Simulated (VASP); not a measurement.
# CsMgF3 (Pm-3m) in VASP: single point with LDA

Aim: the single point of CsMgF3 with LDA.

Everything below comes from runs of VASP 6.6.1. Logs are shortened: lines on timing, memory, paths and dates and some standing lists are left out, and cuts for length are marked.

## Step 1: The cell of the first run

Symmetry: Pm-3m, No. 221, cubic system. Conventional cell: a = 4.252 Å, b = 4.252 Å, c = 4.252 Å, α = 90.00°, β = 90.00°, γ = 90.00°. Within 4.0 Å of Cs (site symmetry m-3m) lie 12 F at 3.01 Å and 8 Mg at 3.68 Å. Within 2.8 Å of Mg (site symmetry m-3m) lie 6 F at 2.13 Å. Within 2.8 Å of F (site symmetry 4/mmm) lie 2 Mg at 2.13 Å.

## Step 2: Single point, LDA

INCAR

```
PREC = Accurate
ENCUT = 520
EDIFF = 1E-6
ISMEAR = 0
SIGMA = 0.01
LREAL = False
LASPH = True
NELM = 80
ALGO = Normal
ISIF = 2
LWAVE = False
LCHARG = False
GGA = CA
NBANDS = 24
```

KPOINTS

```
regular mesh
0
Gamma
  4 4 4
```

POSCAR

```
CsMgF3
1.0
    4.2523100000      0.0000000000      0.0000000000
    0.0000000000      4.2523100000      0.0000000000
    0.0000000000      0.0000000000      4.2523100000
Cs Mg F
1 1 3
Direct
    0.0000000000      0.0000000000      0.0000000000
    0.5000000000      0.5000000000      0.5000000000
    0.0000000000      0.5000000000      0.5000000000
    0.5000000000      0.0000000000      0.5000000000
    0.5000000000      0.5000000000      0.0000000000
```

Potentials or basis: VASP PAW LDA potentials, release 64 (Cs_sv, Mg, F).

On the command line:

```
$ cat potpaw_LDA.64/Cs_sv/POTCAR potpaw_LDA.64/Mg/POTCAR potpaw_LDA.64/F/POTCAR > POTCAR
$ mpirun -np 1 vasp_std > vasp.out
```

OUTCAR:

```text
PREC = Accurate
   ENCUT = 520
   EDIFF = 1E-6
   ISMEAR = 0
   LREAL = False
   LASPH = True
   NELM = 80
   ISIF = 2
   GGA = CA

 ion  position               nearest neighbor table
   1  0.000  0.000  0.000-
   2  0.500  0.500  0.500-   3 2.13   4 2.13   5 2.13   5 2.13   4 2.13   3 2.13
   3  0.000  0.500  0.500-   2 2.13   2 2.13
   4  0.500  0.000  0.500-   2 2.13   2 2.13
   5  0.500  0.500  0.000-   2 2.13   2 2.13

  LATTYP: Found a simple cubic cell.
 ALAT       =     4.2523100000

  Lattice vectors:

 A1 = (   4.2523100000,   0.0000000000,   0.0000000000)
 A2 = (   0.0000000000,   4.2523100000,   0.0000000000)
 A3 = (   0.0000000000,   0.0000000000,   4.2523100000)

Analysis of symmetry for initial positions (statically):
=====================================================================
 Subroutine PRICEL returns:
 Original cell was already a primitive cell.

 Routine SETGRP: Setting up the symmetry group for a
 simple cubic supercell.

 Subroutine GETGRP returns: Found 48 space group operations
 (whereof 48 operations were pure point group operations)
 out of a pool of 48 trial point group operations.

The static configuration has the point symmetry O_h .

Analysis of symmetry for dynamics (positions and initial velocities):
=====================================================================
 Subroutine PRICEL returns:
 Original cell was already a primitive cell.

 Routine SETGRP: Setting up the symmetry group for a
 simple cubic supercell.

 Subroutine GETGRP returns: Found 48 space group operations
 (whereof 48 operations were pure point group operations)
 out of a pool of 48 trial point group operations.

The dynamic configuration has the point symmetry O_h .

 Subroutine INISYM returns: Found 48 space group operations
 (whereof 48 operations are pure point group operations),
 and found     1 'primitive' translations

----------------------------------------------------------------------------------------

                                     Primitive cell

  volume of cell :      76.8909

  direct lattice vectors                    reciprocal lattice vectors
[... 75 lines left out ...]
   LASPH  =      T    aspherical Exc in radial PAW
   ENCUT  =  520.0 eV  38.22 Ry    6.18 a.u.   7.91  7.91  7.91*2*pi/ulx,y,z
   NELM   =     80;   NELMIN=  2; NELMDL= -5     # of ELM steps
   EDIFF  = 0.1E-05   stopping-criterion for ELM
   LREAL  =      F    real-space projection
   EDIFFG = 0.1E-04   stopping-criterion for IOM
   NSW    =      0    number of steps for IOM
   IBRION =     -1    ionic relax: 0-MD 1-quasi-New 2-CG
   NFREE  =      0    steps in history (QN), initial steepest desc. (CG)
   ISIF   =      2    stress and relaxation
   ISYM   =      2    0-nonsym 1-usesym 2-fastsym
   POTIM  = 0.5000    time-step for ionic-motion
   TEBEG  =    0.0;   TEEND  =   0.0 temperature during run
   PSTRESS=    0.0 pullay stress
   NELECT =      32.0000    total number of electrons
   NUPDOWN=      -1.0000    fix difference up-down
   EMIN   =  10.00;   EMAX   =-10.00  energy-range for DOS
   EFERMI =   0.00;   METHOD = LEGACY
   ISMEAR =     0;   SIGMA  =   0.01  broadening in eV -4-tet -1-fermi 0-gaus
   EFERMI_NEDOS =   21; number of points for ismear=-14 and -15
   IALGO  =     38    algorithm
   IMIX   =      4    mixing-type and parameters
     AMIX     =   0.40;   BMIX     =  1.00
     AMIX_MAG =   1.60;   BMIX_MAG =  1.00
  volume/ion in A,a.u.               =      15.38       103.78
  Fermi-wavevector in a.u.,A,eV,Ry     =   1.222268  2.309752 20.326287  1.493940
  Thomas-Fermi vector in A             =   2.357421
   LORBIT       =      0    0 simple, 1 ext, 2 COOP (PROOUT), +10 PAW based schemes
   GGA     = CA    functional components
   LHFCALC =     F    Hartree Fock is set to
   AEXX    =    0.0000 exact exchange contribution
   IVDW    =     0    specifies the selected vdW correction
   LEPSILON=     F    determine dielectric tensor
   LRPA    =     F    only Hartree local field effects (RPA)
 non-spin polarized calculation
 Gauss-broadening in eV      SIGMA  =   0.01
  energy-cutoff  :      520.00
  volume of cell :       76.89
 maximum number of plane-waves:      2103
 NGX is ok and might be reduce to    32
   NGX = 15   NGY = 15   NGZ = 15

 number of electron      31.9999959 magnetization

 Free energy of the ion-electron system (eV)
  ---------------------------------------------------
  ext. energy  EPLUGINS =         0.00000000
  ---------------------------------------------------
  free energy    TOTEN  =       -26.27740974 eV

  energy without entropy =      -26.27740974  energy(sigma->0) =      -26.27740974

 E-fermi :  -1.3450     XC(G=0): -10.1457

 val. band max:       -1.4201194896   @ k =   0.0000   0.0000   0.0000
 cond. band min:       4.9264833509   @ k =   0.0000   0.0000   0.0000
 fundamental gap:      6.3466028405
 Fermi energy:        -1.3449789543

 k-point     1 :       0.0000    0.0000    0.0000
  band No.  band energies     occupation
      1     -21.0183      2.00000
      2     -20.3822      2.00000
      3     -20.3822      2.00000
      4     -17.9411      2.00000
      5      -5.5546      2.00000
      6      -5.5546      2.00000
[... 259 lines left out ...]
     23      13.7612      0.00000
     24      13.7612      0.00000

------------------------ aborting loop because EDIFF is reached ----------------------------------------

  FORCE on cell =-STRESS in cart. coord.  units (eV):
  Direction    XX          YY          ZZ          XY          YZ          ZX
  --------------------------------------------------------------------------------------
  -------------------------------------------------------------------------------------
  Total       -3.5088177     -3.5088177     -3.5088177     -0.0000000      0.0000000     -0.0000000
  in kB      -73.1133424    -73.1133424    -73.1133424     -0.0000000      0.0000000     -0.0000000
  external PRESSURE =     -73.1133424 kB  Pullay stress =       0.0000000 kB

 VOLUME and BASIS-vectors are now :
 -----------------------------------------------------------------------------
  energy-cutoff  :      520.00
  volume of cell :       76.89
      direct lattice vectors                 reciprocal lattice vectors
     4.252310000  0.000000000  0.000000000     0.235166298  0.000000000  0.000000000
     0.000000000  4.252310000  0.000000000     0.000000000  0.235166298  0.000000000
     0.000000000  0.000000000  4.252310000     0.000000000  0.000000000  0.235166298

 POSITION                                       TOTAL-FORCE (eV/Angst)
 -----------------------------------------------------------------------------------
      0.00000      0.00000      0.00000         0.000000      0.000000      0.000000
      2.12615      2.12615      2.12615         0.000000      0.000000      0.000000
      0.00000      2.12615      2.12615         0.000000      0.000000      0.000000
      2.12615      0.00000      2.12615         0.000000      0.000000      0.000000
      2.12615      2.12615      0.00000         0.000000      0.000000      0.000000
 -----------------------------------------------------------------------------------
    total drift:                                0.000000     -0.000000     -0.000000

  FREE ENERGIE OF THE ION-ELECTRON SYSTEM (eV)
  ---------------------------------------------------
  free  energy   TOTEN  =       -26.2774097425 eV

  energy  without entropy=      -26.2774097425  energy(sigma->0) =      -26.27740974
```

OSZICAR:

```text
N       E                     dE             d eps       ncg     rms          rms(c)
DAV:   1     0.183369034140E+03    0.18337E+03   -0.16964E+04   480   0.124E+03
DAV:   2    -0.181642488054E+02   -0.20153E+03   -0.18719E+03   680   0.270E+02
DAV:   3    -0.285580723592E+02   -0.10394E+02   -0.10348E+02   608   0.597E+01
DAV:   4    -0.286160381434E+02   -0.57966E-01   -0.57964E-01   520   0.524E+00
DAV:   5    -0.286163455197E+02   -0.30738E-03   -0.30737E-03   616   0.370E-01    0.850E+00
DAV:   6    -0.263595216747E+02    0.22568E+01   -0.69995E+00   528   0.231E+01    0.279E+00
DAV:   7    -0.263309592962E+02    0.28562E-01   -0.69242E-01   488   0.439E+00    0.182E+00
DAV:   8    -0.262827889714E+02    0.48170E-01   -0.10604E-01   544   0.277E+00    0.422E-01
DAV:   9    -0.262773258643E+02    0.54631E-02   -0.15450E-02   568   0.962E-01    0.905E-02
DAV:  10    -0.262774177994E+02   -0.91935E-04   -0.11595E-03   560   0.220E-01    0.168E-02
DAV:  11    -0.262774100704E+02    0.77290E-05   -0.42732E-05   576   0.424E-02    0.396E-03
DAV:  12    -0.262774097425E+02    0.32793E-06   -0.19465E-06   504   0.105E-02
   1 F= -.26277410E+02 E0= -.26277410E+02  d E =-.797380E-28
```

stdout:

```text
POSCAR found type information on POSCAR CsMgF
 POSCAR found :  3 types and       5 ions
 scaLAPACK will be used
 LDA part: xc-table for (Slater(with rela. corr.)+CA(PZ))
 , standard interpolation
 POSCAR, INCAR and KPOINTS ok, starting setup
 FFT: planning ... GRIDC
 FFT: planning ... GRID_SOFT
 FFT: planning ... GRID
 WAVECAR not read
 entering main loop
```

It took 22 s on 1 thread of AMD EPYC 7R13, shared host; peak memory 0.13 GiB.

What came out:

```
Free energy            : -26.2774 eV
Pressure               : -7.3 GPa
Band gap on the k mesh : 6.35 eV
```

Caveat: the cell stands under tension; spin-orbit coupling is left out, which moves the levels of the heavy elements.
